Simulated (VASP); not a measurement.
# Si (P6/mmm) in VASP: a series of runs

Si is run at these levels: PBEsol; tasks: relaxation of cell and atoms.

All numbers are computed with VASP 6.6.1; they aren't measurements. Logs are shortened: lines on timing, memory, paths and dates and some standing lists are left out, and cuts for length are marked.

## Step 1: The cell of the first run

It takes space group P6/mmm (No. 191, hexagonal). The conventional cell has a = 2.621 Å, b = 2.621 Å, c = 2.466 Å, α = 90.00°, β = 90.00°, γ = 120.00°. Within 3.3 Å of Si (site symmetry 6/mmm) lie 8 Si at 2.47 to 2.62 Å.

This isn't the form of Si at room conditions, which is diamond.

## Step 2: Relaxation of cell and atoms, PBEsol

INCAR

```
ALGO = Normal
EDIFF = 1E-7
EDIFFG = -0.01
ENCUT = 500
GGA = PS
GGA_COMPAT = False
IBRION = 2
ISIF = 3
ISMEAR = -1
LASPH = True
LCHARG = False
LREAL = False
LWAVE = False
NELM = 120
NELMIN = 4
NSW = 80
PREC = Accurate
SIGMA = 0.05
```

KPOINTS

```
k-points
0
Gamma
  12 12 11
```

POSCAR

```
Si
1.0
    2.6205428149      0.0000000000      0.0000000000
   -1.3102714075      2.2694566494      0.0000000000
    0.0000000000      0.0000000000      2.4663543900
Si
1
Direct
    0.0000000000      0.0000000000      0.0000000000
```

Potentials or basis: VASP PAW PBE potentials, release 64 (Si).

Started as:

```bash
$ cat potpaw_PBE.64/Si/POTCAR > POTCAR
$ mpirun -np 1 vasp_std > vasp.out
```

OUTCAR:

```text
EDIFF = 1E-7
   EDIFFG = -0.01
   ENCUT = 500
   GGA = PS
   IBRION = 2
   ISIF = 3
   ISMEAR = -1
   LASPH = True
   LREAL = False
   NELM = 120
   NELMIN = 4
   NSW = 80
   PREC = Accurate

 ion  position               nearest neighbor table
   1  0.000  0.000  0.000-

  LATTYP: Found a hexagonal cell.
 ALAT       =     2.6205428149
 C/A-ratio  =     0.9411616463

  Lattice vectors:

 A1 = (   2.6205428149,   0.0000000000,   0.0000000000)
 A2 = (  -1.3102714075,   2.2694566494,   0.0000000000)
 A3 = (   0.0000000000,   0.0000000000,   2.4663543900)

Analysis of symmetry for initial positions (statically):
=====================================================================
 Subroutine PRICEL returns:
 Original cell was already a primitive cell.

 Routine SETGRP: Setting up the symmetry group for a
 hexagonal supercell.

 Subroutine GETGRP returns: Found 24 space group operations
 (whereof 24 operations were pure point group operations)
 out of a pool of 24 trial point group operations.

The static configuration has the point symmetry D_6h.

Analysis of symmetry for dynamics (positions and initial velocities):
=====================================================================
 Subroutine PRICEL returns:
 Original cell was already a primitive cell.

 Routine SETGRP: Setting up the symmetry group for a
 hexagonal supercell.

 Subroutine GETGRP returns: Found 24 space group operations
 (whereof 24 operations were pure point group operations)
 out of a pool of 24 trial point group operations.

The dynamic configuration has the point symmetry D_6h.

 Subroutine INISYM returns: Found 24 space group operations
 (whereof 24 operations are pure point group operations),
 and found     1 'primitive' translations

----------------------------------------------------------------------------------------

                                     Primitive cell

  volume of cell :      14.6679

  direct lattice vectors                    reciprocal lattice vectors
     2.620542815  0.000000000  0.000000000     0.381600329  0.220317053  0.000000000
    -1.310271407  2.269456649  0.000000000     0.000000000  0.440634105  0.000000000
     0.000000000  0.000000000  2.466354390     0.000000000  0.000000000  0.405456736

  length of vectors
     2.620542815  2.620542815  2.466354390     0.440634105  0.440634105  0.405456736

  position of ions in fractional coordinates (direct lattice)
     0.000000000  0.000000000  0.000000000

  ion indices of the primitive-cell ions
   primitive index   ion index
                 1           1

----------------------------------------------------------------------------------------

 KPOINTS: k-points

Automatic generation of k-mesh.
 Grid dimensions read from file:
 generate k-points for:   12   12   11

 Generating k-lattice:

  Cartesian coordinates                     Fractional coordinates (reciprocal lattice)
     0.031800027  0.018359754  0.000000000     0.083333333  0.000000000  0.000000000
     0.000000000  0.036719509  0.000000000     0.000000000  0.083333333  0.000000000
     0.000000000  0.000000000  0.036859703     0.000000000  0.000000000  0.090909091

  Length of vectors
     0.036719509  0.036719509  0.036859703

  Shift w.r.t. Gamma in fractional coordinates (k-lattice)
     0.000000000  0.000000000  0.000000000

 Subroutine IBZKPT returns following result:
 ===========================================

 Found    114 irreducible k-points:

 Following reciprocal coordinates:
            Coordinates               Weight
  0.000000  0.000000  0.000000      1.000000
  0.083333  0.000000  0.000000      6.000000
  0.166667  0.000000  0.000000      6.000000
  0.250000  0.000000  0.000000      6.000000
  0.333333  0.000000  0.000000      6.000000
  0.416667  0.000000  0.000000      6.000000
[... 16 lines left out ...]
  0.250000  0.000000  0.090909     12.000000
  0.333333  0.000000  0.090909     12.000000
 [... further k-points ...]
   k-points           NKPTS =    114   k-points in BZ     NKDIM =    114   number of bands    NBANDS=      6
   number of dos      NEDOS =    301   number of ions     NIONS =      1
   total plane-waves  NPLWV =   7200
   dimension x,y,z NGX =    20 NGY =   20 NGZ =   18
   dimension x,y,z NGXF=    40 NGYF=   40 NGZF=   36
   ions per type =               1
   NGX,Y,Z   is equivalent  to a cutoff of  12.69, 12.69, 12.13 a.u.
   NGXF,Y,Z  is equivalent  to a cutoff of  25.38, 25.38, 24.27 a.u.
 SYSTEM =  unknown system
   PREC   = accura    normal or accurate (medium, high low for compatibility)
   ISTART =      0    job   : 0-new  1-cont  2-samecut
   ICHARG =      2    charge: 1-file 2-atom 10-const
   ISPIN  =      1    spin polarized calculation?
   LNONCOLLINEAR =      F non collinear calculations
   LSORBIT =      F    spin-orbit coupling
   LASPH  =      T    aspherical Exc in radial PAW
   ENCUT  =  500.0 eV  36.75 Ry    6.06 a.u.   4.78  4.78  4.50*2*pi/ulx,y,z
   NELM   =    120;   NELMIN=  4; NELMDL= -5     # of ELM steps
   EDIFF  = 0.1E-06   stopping-criterion for ELM
   LREAL  =      F    real-space projection
   EDIFFG = -.1E-01   stopping-criterion for IOM
   NSW    =     80    number of steps for IOM
   IBRION =      2    ionic relax: 0-MD 1-quasi-New 2-CG
   NFREE  =      1    steps in history (QN), initial steepest desc. (CG)
   ISIF   =      3    stress and relaxation
   ISYM   =      2    0-nonsym 1-usesym 2-fastsym
   POTIM  = 0.5000    time-step for ionic-motion
   TEBEG  =    0.0;   TEEND  =   0.0 temperature during run
   PSTRESS=    0.0 pullay stress
   NELECT =       4.0000    total number of electrons
   NUPDOWN=      -1.0000    fix difference up-down
   EMIN   =  10.00;   EMAX   =-10.00  energy-range for DOS
   EFERMI =   0.00;   METHOD = LEGACY
   ISMEAR =    -1;   SIGMA  =   0.05  broadening in eV -4-tet -1-fermi 0-gaus
   EFERMI_NEDOS =   21; number of points for ismear=-14 and -15
   IALGO  =     38    algorithm
   IMIX   =      4    mixing-type and parameters
     AMIX     =   0.40;   BMIX     =  1.00
     AMIX_MAG =   1.60;   BMIX_MAG =  1.00
  volume/ion in A,a.u.               =      14.67        98.98
  Fermi-wavevector in a.u.,A,eV,Ry     =   1.061627  2.006184 15.334472  1.127052
  Thomas-Fermi vector in A             =   2.197050
   LORBIT       =      0    0 simple, 1 ext, 2 COOP (PROOUT), +10 PAW based schemes
   GGA     = PS    functional components
   LHFCALC =     F    Hartree Fock is set to
   AEXX    =    0.0000 exact exchange contribution
   IVDW    =     0    specifies the selected vdW correction
   LEPSILON=     F    determine dielectric tensor
   LRPA    =     F    only Hartree local field effects (RPA)
 conjugate gradient relaxation of ions
 non-spin polarized calculation
  energy-cutoff  :      500.00
  volume of cell :       14.67
 maximum number of plane-waves:       393
 NGX is ok and might be reduce to    20
   NGX =  9   NGY =  9   NGZ =  9

--------------------------------------- Ionic step        1  -------------------------------------------

 number of electron       4.0000000 magnetization

 Free energy of the ion-electron system (eV)
  ---------------------------------------------------
  ext. energy  EPLUGINS =         0.00000000
  ---------------------------------------------------
  free energy    TOTEN  =        -5.55647144 eV

  energy without entropy =       -5.55332832  energy(sigma->0) =       -5.55489988

------------------------ aborting loop because EDIFF is reached ----------------------------------------

  FORCE on cell =-STRESS in cart. coord.  units (eV):
  Direction    XX          YY          ZZ          XY          YZ          ZX
  --------------------------------------------------------------------------------------
  -------------------------------------------------------------------------------------
  Total       -0.0742911     -0.0742911      0.3413518      0.0000000      0.0000000      0.0000000
  in kB       -8.1148187     -8.1148187     37.2858635      0.0000000      0.0000000      0.0000000
  external PRESSURE =       7.0187420 kB  Pullay stress =       0.0000000 kB
[... 125 lines left out ...]
  energy  without entropy=       -5.5559850388  energy(sigma->0) =       -5.55717817

--------------------------------------- Ionic step        5  -------------------------------------------

 number of electron       4.0000000 magnetization

 Free energy of the ion-electron system (eV)
  ---------------------------------------------------
  ext. energy  EPLUGINS =         0.00000000
  ---------------------------------------------------
  free energy    TOTEN  =        -5.55837503 eV

  energy without entropy =       -5.55599740  energy(sigma->0) =       -5.55718621

 E-fermi :   9.5382     XC(G=0): -11.1141

 val. band max:        9.4798630346   @ k =   0.3333   0.2500   0.4545
 cond. band min:       9.6914531423   @ k =   0.4167   0.1667   0.0000
 fundamental gap:      0.2115901078
 Fermi energy:         9.5381943893

 k-point     1 :       0.0000    0.0000    0.0000
  band No.  band energies     occupation
      1      -4.5218      2.00000
      2      16.9820      0.00000
      3      17.1735      0.00000
      4      20.1387      0.00000
      5      20.1387      0.00000
      6      21.9656      0.00000

 k-point     2 :       0.0833    0.0000    0.0000
  band No.  band energies     occupation
      1      -4.3256      2.00000
      2      16.3008      0.00000
      3      17.3387      0.00000
      4      18.8592      0.00000
      5      18.9795      0.00000
      6      22.0060      0.00000
[... 190 lines left out ...]
 k-point    24 :       0.3333    0.0000    0.0909
  band No.  band energies     occupation
      1      -1.2237      2.00000
      2       7.7983      2.00000
      3      15.6978      0.00000
      4      15.8917      0.00000
      5      18.8745      0.00000
      6      25.4681      0.00000

 [... further k-points ...]

------------------------ aborting loop because EDIFF is reached ----------------------------------------

  FORCE on cell =-STRESS in cart. coord.  units (eV):
  Direction    XX          YY          ZZ          XY          YZ          ZX
  --------------------------------------------------------------------------------------
  -------------------------------------------------------------------------------------
  Total        0.0035092      0.0035092      0.0051491     -0.0000000     -0.0000000      0.0000000
  in kB        0.3816386      0.3816386      0.5599771     -0.0000000     -0.0000000      0.0000000
  external PRESSURE =       0.4410848 kB  Pullay stress =       0.0000000 kB
[... 16 lines left out ...]
  FREE ENERGIE OF THE ION-ELECTRON SYSTEM (eV)
  ---------------------------------------------------
  free  energy   TOTEN  =        -5.5583750291 eV

  energy  without entropy=       -5.5559973980  energy(sigma->0) =       -5.55718621

 reached required accuracy - stopping structural energy minimisation
```

Run time: 25 s. Hardware: 1 thread of Intel Xeon Platinum 8259CL at 2.50GHz (Skylake/Cascade Lake), shared host; peak memory 0.12 GiB.

What came out:

* Free energy: -5.5584 eV
* Relaxed volume: 14.73 Å³/atom
* Relaxed cell: a = 2.614 Å, b = 2.614 Å, c = 2.490 Å, α = 90.00°, β = 90.00°, γ = 120.00°
* Space group after relaxing (to 0.1 Å): P6/mmm (No. 191)
* Energy gained by relaxing: 1.9 meV/atom
* Ionic steps: 5
* Pressure after relaxing: 0.0 GPa
* Band gap on the k mesh: zero (bands 2 and 3 overlap by 11.95 eV)

The path:
```
step  energy change (eV)  largest force (eV/Å)  pressure (GPa)  volume (Å³)
   1              0.0000                0.0000            0.70        14.67
   2             -0.0011                0.0000           -0.57        14.80
   3             -0.0019                0.0000           -0.10        14.75
   4             -0.0019                0.0000           -0.09        14.75
   5             -0.0019                0.0000            0.04        14.73
```

Final structure:
```yaml
crystal:
  lattice:
    - [2.61366, 0.00000, 0.00000]
    - [-1.30683, 2.26350, 0.00000]
    - [0.00000, 0.00000, 2.49024]
  atoms:
    - { symbol: Si, position: [0.00000, 0.00000, 0.00000] }
```

Levels at points of the mesh, in eV from the Fermi level:
| k point | band 1 | band 2 | band 3 | band 4 | band 5 | band 6 |
| --- | --- | --- | --- | --- | --- | --- |
| (0.00, 0.00, 0.00) | -14.06 | 7.44 | 7.64 | 10.60 | 10.60 | 12.43 |
| (0.50, 0.00, 0.00) | -7.47 | -6.75 | 5.33 | 6.66 | 12.58 | 14.85 |

Caveat: the PAW data sets were made with another functional, which shifts forces and pressure a little.

## Step 3: Relaxation of cell and atoms, PBEsol, target pressure 5 GPa, at which the enthalpy is minimised

INCAR

```
SYSTEM = Si
ALGO = Normal
EDIFF = 1E-7
EDIFFG = -0.01
ENCUT = 500
GGA = PS
GGA_COMPAT = .False.
IBRION = 2
ISIF = 3
ISMEAR = -1
LASPH = .True.
LCHARG = .False.
LREAL = .False.
LWAVE = .False.
NELM = 120
NELMIN = 4
NSW = 80
PREC = Accurate
PSTRESS = 50.0
SIGMA = 0.05
```

KPOINTS

```
k-points
0
Gamma
  12 12 11
  0 0 0
```

POSCAR is that of step 2.

Potentials or basis: VASP PAW PBE potentials, release 64 (Si).

Started as:

```bash
$ cat potpaw_PBE.64/Si/POTCAR > POTCAR
$ mpirun -np 1 vasp_std > vasp.out
```

Run time: 18 s. Hardware: 1 thread of Intel Xeon Platinum 8259CL at 2.50GHz (Skylake/Cascade Lake), shared host; peak memory 0.12 GiB.

Results (log left out):

```
Free energy                                                : -5.5498 eV
Relaxed volume                                             : 14.17 Å³/atom
Relaxed cell                                               : a = 2.579 Å, b = 2.579 Å, c = 2.461 Å, α = 90.00°, β = 90.00°, γ = 120.00°
Space group after relaxing (to 0.1 Å)                      : P6/mmm (No. 191)
Energy change on relaxing (the run minimises the enthalpy) : +6.6 meV/atom
Ionic steps                                                : 5
Pressure after relaxing                                    : 5.0 GPa
Band gap on the k mesh                                     : zero (bands 2 and 3 overlap by 12.15 eV)
```

Step by step:
```
step  energy change (eV)  largest force (eV/Å)  pressure (GPa)  volume (Å³)
   1              0.0000                0.0000            0.70        14.67
   2              0.0206                0.0000            8.35        13.85
   3              0.0070                0.0000            5.13        14.16
   4              0.0064                0.0000            4.93        14.18
   5              0.0066                0.0000            5.01        14.17
```

Final structure:
```cif
data_structure
_symmetry_space_group_name_H-M 'P 1'
_symmetry_Int_Tables_number 1
_cell_length_a 2.5789
_cell_length_b 2.5789
_cell_length_c 2.4605
_cell_angle_alpha 90.000
_cell_angle_beta 90.000
_cell_angle_gamma 120.000
_cell_volume 14.17
loop_
_atom_site_label
_atom_site_type_symbol
_atom_site_fract_x
_atom_site_fract_y
_atom_site_fract_z
_atom_site_occupancy
Si1 Si 0.00000 0.00000 0.00000 1
```

Levels at points of the mesh, in eV from the Fermi level:
| k point | band 1 | band 2 | band 3 | band 4 | band 5 |
| --- | --- | --- | --- | --- | --- |
| (0.00, 0.00, 0.00) | -14.41 | 7.45 | 7.85 | 11.06 | 11.06 |
| (0.50, 0.00, 0.00) | -7.56 | -6.99 | 5.54 | 6.71 | 13.06 |

Caveat: the cell is relaxed towards a set pressure, so the run minimises the enthalpy, not the energy; the PAW data sets were made with another functional, which shifts forces and pressure a little.

## Step 4: Relaxation of cell and atoms, PBEsol, target pressure 10 GPa, at which the enthalpy is minimised

INCAR

```
SYSTEM = Si
ALGO = Normal
EDIFF = 1E-7
EDIFFG = -0.01
ENCUT = 500
GGA = PS
GGA_COMPAT = .FALSE.
IBRION = 2
ISIF = 3
ISMEAR = -1
LASPH = .TRUE.
LCHARG = .FALSE.
LREAL = .FALSE.
LWAVE = .FALSE.
NELM = 120
NELMIN = 4
NSW = 80
PREC = Accurate
PSTRESS = 100.0
SIGMA = 0.05
```

KPOINTS

```
k-points
0
G
  12 12 11
  0 0 0
```

POSCAR is that of step 3.

Started as:

```bash
$ cat potpaw_PBE.64/Si/POTCAR > POTCAR
$ mpirun -np 1 vasp_std > vasp.out
```

Wall time 32 s (1 thread of Intel Xeon Platinum 8259CL at 2.50GHz (Skylake/Cascade Lake), shared host); peak memory 0.12 GiB.

Results (log left out):

| Property | Result |
| --- | --- |
| Free energy | -5.5287 eV |
| Relaxed volume | 13.71 Å³/atom |
| Relaxed cell | a = 2.550 Å, b = 2.550 Å, c = 2.435 Å, α = 90.00°, β = 90.00°, γ = 120.00° |
| Space group after relaxing (to 0.1 Å) | P6/mmm (No. 191) |
| Energy change on relaxing (the run minimises the enthalpy) | +27.8 meV/atom |
| Ionic steps | 7 |
| Pressure after relaxing | 9.9 GPa |
| Band gap on the k mesh | zero (bands 2 and 3 overlap by 12.32 eV) |

The path:
| step | energy change (eV) | largest force (eV/Å) | pressure (GPa) | volume (Å³) |
| --- | --- | --- | --- | --- |
| 1 | 0.0000 | 0.0000 | 0.70 | 14.67 |
| 2 | 0.1006 | 0.0000 | 20.34 | 12.93 |
| 3 | 0.0288 | 0.0000 | 10.10 | 13.70 |
| 4 | 0.0299 | 0.0000 | 10.31 | 13.68 |
| 5 | 0.0288 | 0.0000 | 10.05 | 13.70 |
| 6 | 0.0292 | 0.0000 | 10.16 | 13.69 |
| 7 | 0.0278 | 0.0000 | 9.90 | 13.71 |

Final structure:
```yaml
crystal:
  lattice:
    - [2.54991, 0.00000, 0.00000]
    - [-1.27496, 2.20829, 0.00000]
    - [0.00000, 0.00000, 2.43532]
  atoms:
    - { symbol: Si, position: [0.00000, 0.00000, 0.00000] }
```

Levels at points of the mesh, in eV from the Fermi level:
```tsv
k point	band 1	band 2	band 3	band 4	band 5	band 6
(0.00, 0.00, 0.00)	-14.73	7.45	8.04	11.45	11.45	12.74
(0.50, 0.00, 0.00)	-7.65	-7.22	5.71	6.74	13.47	15.19
```

Caveat: the cell is relaxed towards a set pressure, so the run minimises the enthalpy, not the energy; the PAW data sets were made with another functional, which shifts forces and pressure a little.

## Step 5: The runs side by side

| cell | gap on the mesh (eV) | pressure (GPa) |
| --- | --- | --- |
| relaxed | none | 0.0 |
| relaxed to 5 GPa | none | 5.0 |
| relaxed to 10 GPa | none | 9.9 |

Alike in all rows: task relaxation of cell and atoms; level PBEsol; potentials or basis VASP PAW PBE potentials, release 64 (Si); no spin polarisation; k mesh 12 × 12 × 11; cutoff (eV) 500; smearing fermi-dirac 0.05 eV.

Caveats: the PAW data sets were made with another functional, which shifts forces and pressure a little; the cell is relaxed towards a set pressure, so the run minimises the enthalpy, not the energy (at least some runs).

Total energies depend on the potentials used, so only differences within one code and one set of settings carry meaning.
